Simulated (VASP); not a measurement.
# BaTiO3 (P4mm) in VASP: further runs

Runs on BaTiO3. Level: PBEsol. Tasks: single point.

Everything below comes from runs of VASP 6.6.1. Logs are shortened: lines on timing, memory, paths and dates and some standing lists are left out, and cuts for length are marked.

## (1) The cell of the first run

The structure is tetragonal, space group P4mm (No. 99). The conventional cell has a = 3.960 Å, b = 3.960 Å, c = 4.018 Å, α = 90.00°, β = 90.00°, γ = 90.00°. Ba (site symmetry 4mm) has 12 O at 2.78 to 2.86 Å and 8 Ti at 3.40 to 3.49 Å within 3.7 Å. Ti (site symmetry 4mm) has 6 O at 1.87 to 2.15 Å within 2.5 Å. O (site symmetry 4mm) has 2 Ti at 1.87 to 2.15 Å within 2.5 Å. Within 2.6 Å of O (site symmetry 2mm) lie 2 Ti at 1.98 Å.

## (2) Single point, PBEsol (equal xx and yy strain of -1 %)

The input, INCAR:

```
ALGO     = Normal         # electronic algorithm
EDIFF    = 1E-7           # SCF threshold, eV
ENCUT    = 520            # plane-wave cutoff, eV
GGA      = PS             # functional
ISIF     = 2              # what is computed and relaxed
ISMEAR   = -1             # smearing method
LASPH    = T              # aspherical terms in the spheres
LCHARG   = F              # write CHGCAR
LREAL    = F              # projectors in reciprocal space
LWAVE    = F              # write WAVECAR
NBANDS   = 28             # bands
NELM     = 100            # most SCF steps
PREC     = Accurate       # precision mode
SIGMA    = 0.08           # smearing width, eV
```

The input, KPOINTS:

```
k-points
0
Gamma
  7 7 7
```

The input, POSCAR:

```
BaTiO3
1.0
    3.9598020000      0.0000000000      0.0000000000
    0.0000000000      3.9598020000      0.0000000000
    0.0000000000      0.0000000000      4.0180000000
Ba Ti O
1 1 3
Direct
    0.0000000000      0.0000000000      0.0000000000
    0.5000000000      0.5000000000      0.4820000000
    0.5000000000      0.5000000000      0.0160000000
    0.5000000000      0.0000000000      0.5150000000
    0.0000000000      0.5000000000      0.5150000000
```

Potentials or basis: VASP PAW PBE potentials, release 64 (Ba_sv, Ti_sv, O).

The run is started by

```console
cat potpaw_PBE.64/Ba_sv/POTCAR potpaw_PBE.64/Ti_sv/POTCAR potpaw_PBE.64/O/POTCAR > POTCAR
mpirun -np 1 vasp_std > vasp.out
```

OUTCAR:

```text
EDIFF = 1E-7
   ENCUT = 520
   GGA = PS
   ISIF = 2
   ISMEAR = -1
   LASPH = T
   LREAL = F
   NELM = 100
   PREC = Accurate

 ion  position               nearest neighbor table
   1  0.000  0.000  0.000-   4 2.78   5 2.78   5 2.78   4 2.78   3 2.80   3 2.80   3 2.80   3 2.80
                             4 2.86   5 2.86   5 2.86   4 2.86   2 3.40   2 3.40   2 3.40   2 3.40
   2  0.500  0.500  0.482-   3 1.87   4 1.98   5 1.98   4 1.98   5 1.98   3 2.15   1 3.40   1 3.40
                             1 3.40   1 3.40   1 3.49   1 3.49   1 3.49   1 3.49
   3  0.500  0.500  0.016-   2 1.87   2 2.15   1 2.80   1 2.80   1 2.80   1 2.80
   4  0.500  0.000  0.515-   2 1.98   2 1.98   1 2.78   1 2.78   1 2.86   1 2.86
   5  0.000  0.500  0.515-   2 1.98   2 1.98   1 2.78   1 2.78   1 2.86   1 2.86

  LATTYP: Found a simple tetragonal cell.
 ALAT       =     3.9598020000
 C/A-ratio  =     1.0146971995

  Lattice vectors:

 A1 = (   3.9598020000,   0.0000000000,   0.0000000000)
 A2 = (   0.0000000000,   3.9598020000,   0.0000000000)
 A3 = (   0.0000000000,   0.0000000000,   4.0180000000)

Analysis of symmetry for initial positions (statically):
=====================================================================
 Subroutine PRICEL returns:
 Original cell was already a primitive cell.

 Routine SETGRP: Setting up the symmetry group for a
 simple tetragonal supercell.

 Subroutine GETGRP returns: Found  8 space group operations
 (whereof  8 operations were pure point group operations)
 out of a pool of 16 trial point group operations.

The static configuration has the point symmetry C_4v.

Analysis of symmetry for dynamics (positions and initial velocities):
=====================================================================
 Subroutine PRICEL returns:
 Original cell was already a primitive cell.

 Routine SETGRP: Setting up the symmetry group for a
 simple tetragonal supercell.

 Subroutine GETGRP returns: Found  8 space group operations
 (whereof  8 operations were pure point group operations)
 out of a pool of 16 trial point group operations.

The dynamic configuration has the point symmetry C_4v.

 Subroutine INISYM returns: Found  8 space group operations
 (whereof  8 operations are pure point group operations),
 and found     1 'primitive' translations

----------------------------------------------------------------------------------------

                                     Primitive cell

  volume of cell :      63.0024

  direct lattice vectors                    reciprocal lattice vectors
     3.959802000  0.000000000  0.000000000     0.252537879  0.000000000  0.000000000
     0.000000000  3.959802000  0.000000000     0.000000000  0.252537879  0.000000000
     0.000000000  0.000000000  4.018000000     0.000000000  0.000000000  0.248880040

  length of vectors
     3.959802000  3.959802000  4.018000000     0.252537879  0.252537879  0.248880040

  position of ions in fractional coordinates (direct lattice)
     0.000000000  0.000000000  0.000000000
     0.500000000  0.500000000  0.482000000
     0.500000000  0.500000000  0.016000000
     0.500000000  0.000000000  0.515000000
     0.000000000  0.500000000  0.515000000

  ion indices of the primitive-cell ions
   primitive index   ion index
                 1           1
                 2           2
                 3           3
                 4           4
                 5           5

----------------------------------------------------------------------------------------

 KPOINTS: k-points

Automatic generation of k-mesh.
 Grid dimensions read from file:
 generate k-points for:    7    7    7

 Generating k-lattice:

  Cartesian coordinates                     Fractional coordinates (reciprocal lattice)
     0.036076840  0.000000000  0.000000000     0.142857143  0.000000000  0.000000000
     0.000000000  0.036076840  0.000000000     0.000000000  0.142857143  0.000000000
     0.000000000  0.000000000  0.035554291     0.000000000  0.000000000  0.142857143

  Length of vectors
     0.036076840  0.036076840  0.035554291

  Shift w.r.t. Gamma in fractional coordinates (k-lattice)
     0.000000000  0.000000000  0.000000000

 Subroutine IBZKPT returns following result:
 ===========================================

 Found     40 irreducible k-points:

 Following reciprocal coordinates:
            Coordinates               Weight
  0.000000  0.000000  0.000000      1.000000
  0.142857  0.000000  0.000000      4.000000
  0.285714  0.000000  0.000000      4.000000
  0.428571  0.000000  0.000000      4.000000
  0.142857  0.142857  0.000000      4.000000
  0.285714  0.142857  0.000000      8.000000
[... 16 lines left out ...]
  0.285714  0.000000  0.285714      8.000000
  0.428571  0.000000  0.285714      8.000000
 [... further k-points ...]
   k-points           NKPTS =     40   k-points in BZ     NKDIM =     40   number of bands    NBANDS=     28
   number of dos      NEDOS =    301   number of ions     NIONS =      5
   total plane-waves  NPLWV =  27000
   dimension x,y,z NGX =    30 NGY =   30 NGZ =   30
   dimension x,y,z NGXF=    60 NGYF=   60 NGZF=   60
   ions per type =               1   1   3
   NGX,Y,Z   is equivalent  to a cutoff of  12.60, 12.60, 12.41 a.u.
   NGXF,Y,Z  is equivalent  to a cutoff of  25.19, 25.19, 24.83 a.u.
 SYSTEM =  unknown system
   PREC   = accura    normal or accurate (medium, high low for compatibility)
   ISTART =      0    job   : 0-new  1-cont  2-samecut
   ICHARG =      2    charge: 1-file 2-atom 10-const
   ISPIN  =      1    spin polarized calculation?
   LNONCOLLINEAR =      F non collinear calculations
   LSORBIT =      F    spin-orbit coupling
   LASPH  =      T    aspherical Exc in radial PAW
   ENCUT  =  520.0 eV  38.22 Ry    6.18 a.u.   7.36  7.36  7.47*2*pi/ulx,y,z
   NELM   =    100;   NELMIN=  2; NELMDL= -5     # of ELM steps
   EDIFF  = 0.1E-06   stopping-criterion for ELM
   LREAL  =      F    real-space projection
   EDIFFG = 0.1E-05   stopping-criterion for IOM
   NSW    =      0    number of steps for IOM
   IBRION =     -1    ionic relax: 0-MD 1-quasi-New 2-CG
   NFREE  =      0    steps in history (QN), initial steepest desc. (CG)
   ISIF   =      2    stress and relaxation
   ISYM   =      2    0-nonsym 1-usesym 2-fastsym
   POTIM  = 0.5000    time-step for ionic-motion
   TEBEG  =    0.0;   TEEND  =   0.0 temperature during run
   PSTRESS=    0.0 pullay stress
   NELECT =      40.0000    total number of electrons
   NUPDOWN=      -1.0000    fix difference up-down
   EMIN   =  10.00;   EMAX   =-10.00  energy-range for DOS
   EFERMI =   0.00;   METHOD = LEGACY
   ISMEAR =    -1;   SIGMA  =   0.08  broadening in eV -4-tet -1-fermi 0-gaus
   EFERMI_NEDOS =   21; number of points for ismear=-14 and -15
   IALGO  =     38    algorithm
   IMIX   =      4    mixing-type and parameters
     AMIX     =   0.40;   BMIX     =  1.00
     AMIX_MAG =   1.60;   BMIX_MAG =  1.00
  volume/ion in A,a.u.               =      12.60        85.03
  Fermi-wavevector in a.u.,A,eV,Ry     =   1.407049  2.658937 26.936634  1.979787
  Thomas-Fermi vector in A             =   2.529347
   LORBIT       =      0    0 simple, 1 ext, 2 COOP (PROOUT), +10 PAW based schemes
   GGA     = PS    functional components
   LHFCALC =     F    Hartree Fock is set to
   AEXX    =    0.0000 exact exchange contribution
   IVDW    =     0    specifies the selected vdW correction
   LEPSILON=     F    determine dielectric tensor
   LRPA    =     F    only Hartree local field effects (RPA)
 non-spin polarized calculation
  energy-cutoff  :      520.00
  volume of cell :       63.00
 maximum number of plane-waves:      1743
 NGX is ok and might be reduce to    30
   NGX = 15   NGY = 15   NGZ = 15

 number of electron      39.9999982 magnetization

 Free energy of the ion-electron system (eV)
  ---------------------------------------------------
  ext. energy  EPLUGINS =         0.00000000
  ---------------------------------------------------
  free energy    TOTEN  =       -41.98825198 eV

  energy without entropy =      -41.98825085  energy(sigma->0) =      -41.98825142

 E-fermi :   4.8088     XC(G=0): -11.6052

 val. band max:        3.7837953801   @ k =   0.4286   0.4286   0.4286
 cond. band min:       5.6553076400   @ k =   0.0000   0.0000   0.0000
 fundamental gap:      1.8715122599
 Fermi energy:         4.8087936390

 k-point     1 :       0.0000    0.0000    0.0000
  band No.  band energies     occupation
      1     -52.3620      2.00000
      2     -28.7382      2.00000
      3     -28.6991      2.00000
      4     -28.6991      2.00000
      5     -20.9084      2.00000
      6     -13.0263      2.00000
[... 20 lines left out ...]
     27       8.8425      0.00000
     28      11.1743      0.00000

 k-point     2 :       0.1429    0.0000    0.0000
  band No.  band energies     occupation
      1     -52.3617      2.00000
      2     -28.7378      2.00000
      3     -28.7109      2.00000
      4     -28.6986      2.00000
      5     -20.8826      2.00000
      6     -13.0452      2.00000
[... 20 lines left out ...]
     27       9.2484      0.00000
     28      11.6736      0.00000

 k-point     3 :       0.2857    0.0000    0.0000
  band No.  band energies     occupation
      1     -52.3612      2.00000
      2     -28.7379      2.00000
      3     -28.7361      2.00000
      4     -28.6976      2.00000
      5     -20.8236      2.00000
      6     -13.1580      2.00000
[... 20 lines left out ...]
     27      10.2388      0.00000
     28      12.1793      0.00000

 k-point     4 :       0.4286    0.0000    0.0000
  band No.  band energies     occupation
      1     -52.3607      2.00000
      2     -28.7583      2.00000
      3     -28.7358      2.00000
      4     -28.6968      2.00000
      5     -20.7751      2.00000
      6     -13.2856      2.00000
[... 578 lines left out ...]
     27      10.6090      0.00000
     28      12.5063      0.00000

 k-point    23 :       0.2857    0.0000    0.2857
  band No.  band energies     occupation
      1     -52.3606      2.00000
      2     -28.7687      2.00000
      3     -28.7353      2.00000
      4     -28.6963      2.00000
      5     -20.7650      2.00000
      6     -12.9780      2.00000
[... 20 lines left out ...]
     27      11.6450      0.00000
     28      12.4459      0.00000

 k-point    24 :       0.4286    0.0000    0.2857
  band No.  band energies     occupation
      1     -52.3601      2.00000
      2     -28.7674      2.00000
      3     -28.7560      2.00000
      4     -28.6955      2.00000
      5     -20.7271      2.00000
      6     -12.9609      2.00000
[... 20 lines left out ...]
     27      12.3105      0.00000
     28      12.7736      0.00000

 [... further k-points ...]

------------------------ aborting loop because EDIFF is reached ----------------------------------------

  FORCE on cell =-STRESS in cart. coord.  units (eV):
  Direction    XX          YY          ZZ          XY          YZ          ZX
  --------------------------------------------------------------------------------------
  -------------------------------------------------------------------------------------
  Total        0.7375739      0.7375739      0.5788019      0.0000000      0.0000000      0.0000000
  in kB       18.7568206     18.7568206     14.7191807      0.0000000      0.0000000      0.0000000
  external PRESSURE =      17.4109407 kB  Pullay stress =       0.0000000 kB

 VOLUME and BASIS-vectors are now :
 -----------------------------------------------------------------------------
  energy-cutoff  :      520.00
  volume of cell :       63.00
      direct lattice vectors                 reciprocal lattice vectors
     3.959802000  0.000000000  0.000000000     0.252537879  0.000000000  0.000000000
     0.000000000  3.959802000  0.000000000     0.000000000  0.252537879  0.000000000
     0.000000000  0.000000000  4.018000000     0.000000000  0.000000000  0.248880040

 POSITION                                       TOTAL-FORCE (eV/Angst)
 -----------------------------------------------------------------------------------
      0.00000      0.00000      0.00000         0.000000      0.000000     -0.080863
      1.97990      1.97990      1.93668         0.000000      0.000000      0.066565
      1.97990      1.97990      0.06429         0.000000     -0.000000      0.314970
      1.97990      0.00000      2.06927         0.000000      0.000000     -0.150336
      0.00000      1.97990      2.06927        -0.000000     -0.000000     -0.150336
 -----------------------------------------------------------------------------------
    total drift:                                0.000000      0.000000     -0.000284

  FREE ENERGIE OF THE ION-ELECTRON SYSTEM (eV)
  ---------------------------------------------------
  free  energy   TOTEN  =       -41.9882519828 eV

  energy  without entropy=      -41.9882508498  energy(sigma->0) =      -41.98825142
```

It took 2.2 min on 1 thread of Intel Xeon 8259CL, shared host; peak memory 0.22 GiB.

Results:

```yaml
Free_energy: -41.9883 eV
Pressure: 1.7 GPa
Largest_force: 0.315 eV/Å
Band_gap_on_the_k_mesh: 1.87 eV (least direct gap 2.10 eV)
```

Forces on the atoms (eV/Å):
```
Ba   0.000  0.000 -0.081
Ti   0.000  0.000  0.067
O    0.000  0.000  0.315
O    0.000  0.000 -0.150
O    0.000  0.000 -0.150
```

Stress tensor (GPa, compression positive):
```
1.88 0.00 0.00
0.00 1.88 0.00
0.00 0.00 1.47
```

Caveat: the cell differs from its parent crystal (equal xx and yy strain of -1 %); the PAW data sets were made with another functional, which shifts forces and pressure a little; spin-orbit coupling is left out, which moves the levels of the heavy elements. A k mesh can miss the band edges.

(Continued in part 2 of 2.)
